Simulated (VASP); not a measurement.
# H9C20Cl in VASP: notebook

Runs on H9C20Cl. Level: PBE+D3(BJ). Tasks: single point.

All numbers are computed with VASP 6.6.1; they aren't measurements. Logs are shortened: lines on timing, memory, paths and dates and some standing lists are left out, and cuts for length are marked.

## (1) The cell of the first run

The cell holds a slab with vacuum, 30 atoms: a = 5.049 Å, b = 5.049 Å, c = 16.165 Å, α = 90.00°, β = 90.00°, γ = 90.00°.

## (2) Single point, PBE+D3(BJ)

Contents of INCAR:

```
  ALGO = Normal
  EDIFF = 1E-6
  ENCUT = 520
  GGA = PE
  ISIF = 2
  ISMEAR = 0
  IVDW = 12
  LASPH = T
  LCHARG = F
  LREAL = Auto
  LWAVE = F
  NBANDS = 69
  NELM = 80
  PREC = Accurate
  SIGMA = 0.02
```

Contents of KPOINTS:

```
k-points
0
Gamma
  2 2 1
```

Contents of POSCAR:

```
H9C20Cl
1.0
    5.0487420000      0.0000000000      0.0000000000
    0.0000000000      5.0487420000      0.0000000000
    0.0000000000      0.0000000000     16.1647000000
H C Cl
9 20 1
Direct
    0.4277867635      0.0000000000      0.0618631957
    0.0722132365      0.0000000000      0.0618631957
    0.9277867635      0.0000000000      0.0618631957
    0.5722132365      0.0000000000      0.0618631957
    0.4277867635      0.5000000000      0.0618631957
    0.0722132365      0.5000000000      0.0618631957
    0.9277867635      0.5000000000      0.0618631957
    0.5722132365      0.5000000000      0.0618631957
    0.2500383264      0.4917242751      0.3813113760
    0.2499999010      0.0000000000      0.1011278279
    0.7499999010      0.0000000000      0.1011278279
    0.2499999010      0.5000000000      0.1011278279
    0.7499999010      0.5000000000      0.1011278279
    0.2499999010      0.2499999010      0.1563407301
    0.7499999010      0.2499999010      0.1563407301
    0.2499999010      0.7499999010      0.1563407301
    0.7499999010      0.7499999010      0.1563407301
    0.0043694053      0.2501912358      0.2066562324
    0.4956296044      0.2501918300      0.2066551807
   -0.0000332756      0.7499388957      0.2166960723
    0.5000348602      0.7499371130      0.2166954537
    0.0017253803      0.0163458541      0.2686673430
    0.4982698660      0.0163448637      0.2686675905
    0.0023728683      0.4838676645      0.2684172920
    0.4976219819      0.4838646934      0.2684147556
    0.2499949492      0.0919391405      0.3187468372
    0.7499963357      0.1133385307      0.3103758189
    0.2499941570      0.4122694327      0.3186934493
    0.7499961377      0.3883034625      0.3098898216
    0.2500107948      0.9698829926      0.4232469517
```

Potentials or basis: VASP PAW PBE potentials, release 64 (H, C, Cl).

Started as:

```
$ cat potpaw_PBE.64/H/POTCAR potpaw_PBE.64/C/POTCAR potpaw_PBE.64/Cl/POTCAR > POTCAR
$ mpirun -np 1 vasp_std > vasp.out
```

OUTCAR:

```text
EDIFF = 1E-6
   ENCUT = 520
   GGA = PE
   ISIF = 2
   ISMEAR = 0
   IVDW = 12
   LASPH = T
   LREAL = Auto
   NELM = 80
   PREC = Accurate
 IVDW          = 12

 ion  position               nearest neighbor table
   1  0.428  0.000  0.062-   4 0.73  10 1.10
   2  0.072  0.000  0.062-   3 0.73  10 1.10
   3  0.928  0.000  0.062-   2 0.73  11 1.10
   4  0.572  0.000  0.062-   1 0.73  11 1.10
   5  0.428  0.500  0.062-   8 0.73  12 1.10
   6  0.072  0.500  0.062-   7 0.73  12 1.10
   7  0.928  0.500  0.062-   6 0.73  13 1.10
   8  0.572  0.500  0.062-   5 0.73  13 1.10
   9  0.250  0.492  0.381-  28 1.09
  10  0.250  0.000  0.101-   2 1.10   1 1.10  14 1.55  16 1.55
  11  0.750  0.000  0.101-   4 1.10   3 1.10  15 1.55  17 1.55
  12  0.250  0.500  0.101-   6 1.10   5 1.10  16 1.55  14 1.55
  13  0.750  0.500  0.101-   8 1.10   7 1.10  17 1.55  15 1.55
  14  0.250  0.250  0.156-  19 1.48  18 1.48  10 1.55  12 1.55
  15  0.750  0.250  0.156-  19 1.52  18 1.52  11 1.55  13 1.55
[... 9 lines left out ...]
  25  0.498  0.484  0.268-  29 1.52  28 1.53  19 1.55  21 1.58
  26  0.250  0.092  0.319-  22 1.54  23 1.54  28 1.62  30 1.80
  27  0.750  0.113  0.310-  29 1.39  23 1.52  22 1.52
  28  0.250  0.412  0.319-   9 1.09  24 1.53  25 1.53  26 1.62
  29  0.750  0.388  0.310-  27 1.39  24 1.52  25 1.52
  30  0.250  0.970  0.423-  26 1.80

  LATTYP: Found a simple tetragonal cell.
 ALAT       =     5.0487420000
 C/A-ratio  =     3.2017282721

  Lattice vectors:

 A1 = (   5.0487420000,   0.0000000000,   0.0000000000)
 A2 = (   0.0000000000,   5.0487420000,   0.0000000000)
 A3 = (   0.0000000000,   0.0000000000,  16.1647000000)

Analysis of symmetry for initial positions (statically):
=====================================================================
 Subroutine PRICEL returns:
 Original cell was already a primitive cell.

 Routine SETGRP: Setting up the symmetry group for a
 simple tetragonal supercell.

 Subroutine GETGRP returns: Found  1 space group operations
 (whereof  1 operations were pure point group operations)
 out of a pool of 16 trial point group operations.

The static configuration has the point symmetry C_1 .

Analysis of symmetry for dynamics (positions and initial velocities):
=====================================================================
 Subroutine PRICEL returns:
 Original cell was already a primitive cell.

 Routine SETGRP: Setting up the symmetry group for a
 simple tetragonal supercell.

 Subroutine GETGRP returns: Found  1 space group operations
 (whereof  1 operations were pure point group operations)
 out of a pool of 16 trial point group operations.

The dynamic configuration has the point symmetry C_1 .

 Subroutine INISYM returns: Found  1 space group operations
 (whereof  1 operations are pure point group operations),
 and found     1 'primitive' translations

----------------------------------------------------------------------------------------

                                     Primitive cell

  volume of cell :     412.0349

  direct lattice vectors                    reciprocal lattice vectors
     5.048742000  0.000000000  0.000000000     0.198069143  0.000000000  0.000000000
     0.000000000  5.048742000  0.000000000     0.000000000  0.198069143  0.000000000
     0.000000000  0.000000000 16.164700000     0.000000000  0.000000000  0.061863196

  length of vectors
     5.048742000  5.048742000 16.164700000     0.198069143  0.198069143  0.061863196

  position of ions in fractional coordinates (direct lattice)
     0.427786764  0.000000000  0.061863196
     0.072213236  0.000000000  0.061863196
     0.927786764  0.000000000  0.061863196
     0.572213236  0.000000000  0.061863196
     0.427786764  0.500000000  0.061863196
     0.072213236  0.500000000  0.061863196
[... 22 lines left out ...]
     0.749996138  0.388303462  0.309889822
     0.250010795  0.969882993  0.423246952

  ion indices of the primitive-cell ions
   primitive index   ion index
                 1           1
                 2           2
                 3           3
                 4           4
                 5           5
                 6           6
[... 22 lines left out ...]
                29          29
                30          30

----------------------------------------------------------------------------------------

 KPOINTS: k-points

Automatic generation of k-mesh.
 Grid dimensions read from file:
 generate k-points for:    2    2    1

 Generating k-lattice:

  Cartesian coordinates                     Fractional coordinates (reciprocal lattice)
     0.099034571  0.000000000  0.000000000     0.500000000  0.000000000  0.000000000
     0.000000000  0.099034571  0.000000000     0.000000000  0.500000000  0.000000000
     0.000000000  0.000000000  0.061863196     0.000000000  0.000000000  1.000000000

  Length of vectors
     0.099034571  0.099034571  0.061863196

  Shift w.r.t. Gamma in fractional coordinates (k-lattice)
     0.000000000  0.000000000  0.000000000

 Subroutine IBZKPT returns following result:
 ===========================================

 Found      4 irreducible k-points:

 Following reciprocal coordinates:
            Coordinates               Weight
  0.000000  0.000000  0.000000      1.000000
  0.500000  0.000000  0.000000      1.000000
  0.000000  0.500000  0.000000      1.000000
  0.500000  0.500000  0.000000      1.000000
   k-points           NKPTS =      4   k-points in BZ     NKDIM =      4   number of bands    NBANDS=     69
   number of dos      NEDOS =    301   number of ions     NIONS =     30
   total plane-waves  NPLWV = 192000
   dimension x,y,z NGX =    40 NGY =   40 NGZ =  120
   dimension x,y,z NGXF=    80 NGYF=   80 NGZF=  240
   ions per type =               9  20   1
   NGX,Y,Z   is equivalent  to a cutoff of  13.17, 13.17, 12.34 a.u.
   NGXF,Y,Z  is equivalent  to a cutoff of  26.34, 26.34, 24.68 a.u.
 SYSTEM =  unknown system
   PREC   = accura    normal or accurate (medium, high low for compatibility)
   ISTART =      0    job   : 0-new  1-cont  2-samecut
   ICHARG =      2    charge: 1-file 2-atom 10-const
   ISPIN  =      1    spin polarized calculation?
   LNONCOLLINEAR =      F non collinear calculations
   LSORBIT =      F    spin-orbit coupling
   LASPH  =      T    aspherical Exc in radial PAW
   ENCUT  =  520.0 eV  38.22 Ry    6.18 a.u.   9.39  9.39 30.06*2*pi/ulx,y,z
   NELM   =     80;   NELMIN=  2; NELMDL= -5     # of ELM steps
   EDIFF  = 0.1E-05   stopping-criterion for ELM
   LREAL  =      T    real-space projection
   EDIFFG = 0.1E-04   stopping-criterion for IOM
   NSW    =      0    number of steps for IOM
   IBRION =     -1    ionic relax: 0-MD 1-quasi-New 2-CG
   NFREE  =      0    steps in history (QN), initial steepest desc. (CG)
   ISIF   =      2    stress and relaxation
   ISYM   =      2    0-nonsym 1-usesym 2-fastsym
   POTIM  = 0.5000    time-step for ionic-motion
   TEBEG  =    0.0;   TEEND  =   0.0 temperature during run
   PSTRESS=    0.0 pullay stress
   NELECT =      96.0000    total number of electrons
   NUPDOWN=      -1.0000    fix difference up-down
   EMIN   =  10.00;   EMAX   =-10.00  energy-range for DOS
   EFERMI =   0.00;   METHOD = LEGACY
   ISMEAR =     0;   SIGMA  =   0.02  broadening in eV -4-tet -1-fermi 0-gaus
   EFERMI_NEDOS =   21; number of points for ismear=-14 and -15
   IALGO  =     38    algorithm
   IMIX   =      4    mixing-type and parameters
     AMIX     =   0.40;   BMIX     =  1.00
     AMIX_MAG =   1.60;   BMIX_MAG =  1.00
  volume/ion in A,a.u.               =      13.73        92.68
  Fermi-wavevector in a.u.,A,eV,Ry     =   1.007366  1.903645 13.807002  1.014786
  Thomas-Fermi vector in A             =   2.140166
   LORBIT       =      0    0 simple, 1 ext, 2 COOP (PROOUT), +10 PAW based schemes
   GGA     = PE    functional components
   LHFCALC =     F    Hartree Fock is set to
   AEXX    =    0.0000 exact exchange contribution
   IVDW    =    12    specifies the selected vdW correction
   LEPSILON=     F    determine dielectric tensor
   LRPA    =     F    only Hartree local field effects (RPA)
 non-spin polarized calculation
 Gauss-broadening in eV      SIGMA  =   0.02
  energy-cutoff  :      520.00
  volume of cell :      412.03
 maximum number of plane-waves:     11113
 NGX is ok and might be reduce to    40
   NGX = 19   NGY = 19   NGZ = 61

 number of electron      96.0000002 magnetization

 Free energy of the ion-electron system (eV)
  ---------------------------------------------------
  ext. energy  EPLUGINS =         0.00000000
  ---------------------------------------------------
  free energy    TOTEN  =      -198.22712097 eV

  energy without entropy =     -198.22712097  energy(sigma->0) =     -198.22712097

 E-fermi :   0.9334     XC(G=0):  -5.6751

 val. band max:        0.8277934166   @ k =   0.0000   0.5000   0.0000
 cond. band min:       1.9595321923   @ k =   0.0000   0.5000   0.0000
 fundamental gap:      1.1317387757
 Fermi energy:         0.9334038422

 k-point     1 :       0.0000    0.0000    0.0000
  band No.  band energies     occupation
      1     -20.5138      2.00000
      2     -18.3226      2.00000
      3     -16.4268      2.00000
      4     -16.2651      2.00000
      5     -15.8228      2.00000
      6     -15.7458      2.00000
[... 52 lines left out ...]
     59       5.8599      0.00000
     60       6.7011      0.00000

 k-point     2 :       0.5000    0.0000    0.0000
  band No.  band energies     occupation
      1     -19.3996      2.00000
      2     -19.3580      2.00000
      3     -17.3308      2.00000
      4     -17.1617      2.00000
      5     -15.8739      2.00000
      6     -14.7315      2.00000
[... 52 lines left out ...]
     59       6.7032      0.00000
     60       6.7584      0.00000

 k-point     3 :       0.0000    0.5000    0.0000
  band No.  band energies     occupation
      1     -20.0182      2.00000
      2     -18.5229      2.00000
      3     -17.6085      2.00000
      4     -16.4304      2.00000
      5     -15.8002      2.00000
      6     -15.7911      2.00000
[... 52 lines left out ...]
     59       6.7335      0.00000
     60       6.8231      0.00000

 k-point     4 :       0.5000    0.5000    0.0000
  band No.  band energies     occupation
      1     -18.9422      2.00000
      2     -18.8472      2.00000
      3     -17.4352      2.00000
      4     -17.3603      2.00000
      5     -16.7580      2.00000
      6     -16.4009      2.00000
[... 52 lines left out ...]
     59       6.8536      0.00000
     60       7.1413      0.00000
 [bands above 60 left out]

------------------------ aborting loop because EDIFF is reached ----------------------------------------

 Edisp (eV)   -3.38795

 E8    (eV) :    -0.9804

  FORCE on cell =-STRESS in cart. coord.  units (eV):
  Direction    XX          YY          ZZ          XY          YZ          ZX
  --------------------------------------------------------------------------------------
  -------------------------------------------------------------------------------------
  Total      73.96669    -7.81077    -5.05490    -0.00036     0.07395     0.00007
  in kB     287.61583   -30.37179   -19.65573    -0.00138     0.28755     0.00027
  external pressure =       79.20 kB  Pullay stress =        0.00 kB

 VOLUME and BASIS-vectors are now :
 -----------------------------------------------------------------------------
  energy-cutoff  :      520.00
  volume of cell :      412.03
      direct lattice vectors                 reciprocal lattice vectors
     5.048742000  0.000000000  0.000000000     0.198069143  0.000000000  0.000000000
     0.000000000  5.048742000  0.000000000     0.000000000  0.198069143  0.000000000
     0.000000000  0.000000000 16.164700000     0.000000000  0.000000000  0.061863196

 POSITION                                       TOTAL-FORCE (eV/Angst)
 -----------------------------------------------------------------------------------
      2.15978      0.00000      1.00000        -8.960600     -0.058298      0.089633
      0.36459      0.00000      1.00000         8.960599     -0.058303      0.089608
      4.68416      0.00000      1.00000        -8.946772     -0.043443      0.097637
      2.88896      0.00000      1.00000         8.946767     -0.043428      0.097634
      2.15978      2.52437      1.00000        -8.960275      0.061336      0.088547
      0.36459      2.52437      1.00000         8.960275      0.061338      0.088517
[... 22 lines left out ...]
      3.78654      1.96044      5.00928        -0.000130      0.053448      0.030474
      1.26224      4.89669      6.84166        -0.000161      0.029840     -0.082588
 -----------------------------------------------------------------------------------
    total drift:                               -0.000245     -0.021346      0.035322

  FREE ENERGIE OF THE ION-ELECTRON SYSTEM (eV)
  ---------------------------------------------------
  free  energy   TOTEN  =      -201.6150708458 eV

  energy  without entropy=     -201.6150708458  energy(sigma->0) =     -201.61507085
```

It took 3 min on 1 thread of Intel Xeon Platinum 8488C (Sapphire Rapids), shared host; peak memory 0.45 GiB.

Results:

* Free energy: -201.6151 eV
* Largest force: 8.961 eV/Å
* Band gap on the k mesh: 1.13 eV, direct
* Dispersion energy per atom: -0.113 eV

Forces on the atoms (eV/Å):
```
H   -8.961 -0.058  0.090
H    8.961 -0.058  0.090
H   -8.947 -0.043  0.098
H    8.947 -0.043  0.098
H   -8.960  0.061  0.089
H    8.960  0.061  0.089
H   -8.942  0.044  0.098
H    8.942  0.044  0.098
H   -0.001  0.010  0.017
C    0.000 -0.189  0.949
C    0.000 -0.128  1.053
C    0.000  0.184  0.953
C    0.000  0.120  1.087
C    0.000 -0.003 -3.819
C    0.000 -0.083 -2.813
C    0.000  0.030  0.858
C    0.000  0.062  0.855
C   -0.014  0.003 -0.002
C    0.014  0.002 -0.002
C   -0.002  0.004  0.007
C    0.001  0.004  0.007
C    0.007 -0.040  0.000
C   -0.007 -0.040 -0.001
C    0.003  0.035 -0.001
C   -0.003  0.035 -0.001
C    0.001 -0.045  0.106
C    0.000 -0.056  0.034
C    0.001  0.004  0.018
C    0.000  0.053  0.030
Cl   0.000  0.030 -0.083
```

Caveat: the k points lie up to 0.62 Å⁻¹ apart.

## (3) Single point, PBE+D3(BJ)

Contents of INCAR:

```
SYSTEM = H9C20Cl
PREC = Accurate
ENCUT = 520
EDIFF = 1E-6
ISMEAR = 0
SIGMA = 0.02
LREAL = Auto
LASPH = .TRUE.
NELM = 100
ALGO = Normal
ISIF = 2
LWAVE = .FALSE.
LCHARG = .FALSE.
GGA = PE
IVDW = 12
NBANDS = 69
```

Contents of KPOINTS:

```
Automatic mesh
0
G
  2 2 1
  0 0 0
```

Contents of POSCAR:

```
H9C20Cl
1.0
    5.0487420000      0.0000000000      0.0000000000
    0.0000000000      5.0487420000      0.0000000000
    0.0000000000      0.0000000000     16.1647000000
H C Cl
9 20 1
Direct
    0.4277867635      0.0000000000      0.0618631957
    0.0722132365      0.0000000000      0.0618631957
    0.9277867635      0.0000000000      0.0618631957
    0.5722132365      0.0000000000      0.0618631957
    0.4277867635      0.5000000000      0.0618631957
    0.0722132365      0.5000000000      0.0618631957
    0.9277867635      0.5000000000      0.0618631957
    0.5722132365      0.5000000000      0.0618631957
    0.2500044566      0.3632950545      0.3876252575
    0.2500000990      0.0000000000      0.1011277661
    0.7500000990      0.0000000000      0.1011277661
    0.2500000990      0.5000000000      0.1011277661
    0.7500000990      0.5000000000      0.1011277661
    0.2500000990      0.2500000990      0.1563406682
    0.7500000990      0.2500000990      0.1563406682
    0.2500000990      0.7500000990      0.1563406682
    0.7500000990      0.7500000990      0.1563406682
    0.0037086466      0.2463831584      0.2066051953
    0.4962909572      0.2463827623      0.2066052571
   -0.0004474382      0.7446609472      0.2167610905
    0.5004470421      0.7446607492      0.2167610905
   -0.0000558555      0.0064984505      0.2670652719
    0.5000544690      0.0064978563      0.2670655193
    0.0029272639      0.4743080554      0.2706408408
    0.4970723400      0.4743078573      0.2706405934
    0.2499987126      0.0652540772      0.3140671958
    0.7499995048      0.1042111084      0.3105575111
    0.2500000990      0.3804098130      0.3203009644
    0.7499997029      0.3791298902      0.3106752368
    0.2499901956      0.8584980179      0.4156145181
```

Potentials or basis: VASP PAW PBE potentials, release 64 (H, C, Cl).

Started as:

```
$ cat potpaw_PBE.64/H/POTCAR potpaw_PBE.64/C/POTCAR potpaw_PBE.64/Cl/POTCAR > POTCAR
$ mpirun -np 1 vasp_std > vasp.out
```

Run time: 2.7 min. Hardware: 1 thread of Intel Xeon Platinum 8488C (Sapphire Rapids), shared host; peak memory 0.45 GiB.

The run converged. Its results:

* Free energy: -200.5833 eV
* Largest force: 8.965 eV/Å
* Band gap on the k mesh: 1.16 eV, direct
* Dispersion energy per atom: -0.113 eV

Forces in eV/Å, atoms in the order of the input:
```
H   -8.964 -0.073  0.090
H    8.964 -0.073  0.090
H   -8.940 -0.065  0.106
H    8.940 -0.065  0.106
H   -8.956  0.045  0.089
H    8.956  0.045  0.089
H   -8.952  0.019  0.090
H    8.952  0.019  0.090
H    0.000  1.999  0.202
C    0.000 -0.179  0.976
C    0.000 -0.141  1.119
C    0.000  0.197  0.951
C    0.000  0.139  0.996
C    0.000 -0.070 -3.735
C    0.000 -0.126 -2.832
C    0.000 -0.513  0.915
C    0.000 -0.865  0.844
C    0.037 -0.061  0.042
C   -0.037 -0.061  0.042
C   -0.012 -0.097 -0.035
C    0.012 -0.097 -0.035
C    0.008 -0.203 -0.121
C   -0.008 -0.203 -0.121
C    0.072 -0.116  0.093
C   -0.072 -0.116  0.093
C    0.000 -0.761  0.227
C    0.000 -0.204 -0.004
C    0.000 -0.225  0.514
C    0.000 -0.086  0.008
Cl   0.000  1.937 -0.889
```

Levels at points of the mesh, in eV from the valence-band top:
| k point | band 45 | band 46 | band 47 | band 48 | band 49 | band 50 | band 51 | band 52 |
| --- | --- | --- | --- | --- | --- | --- | --- | --- |
| (0.00, 0.00, 0.00) | -2.19 | -1.25 | -0.56 | -0.10 | 1.32 | 2.31 | 2.76 | 3.81 |
| (0.50, 0.00, 0.00) | -2.33 | -2.23 | -2.08 | -1.07 | 1.68 | 2.79 | 3.52 | 3.53 |
| (0.00, 0.50, 0.00) | -2.34 | -1.10 | -0.31 | 0.00 | 1.16 | 2.50 | 3.23 | 3.26 |
| (0.50, 0.50, 0.00) | -2.76 | -2.75 | -2.20 | -0.82 | 1.65 | 2.60 | 4.21 | 4.23 |

Caveat: the k points lie up to 0.62 Å⁻¹ apart.
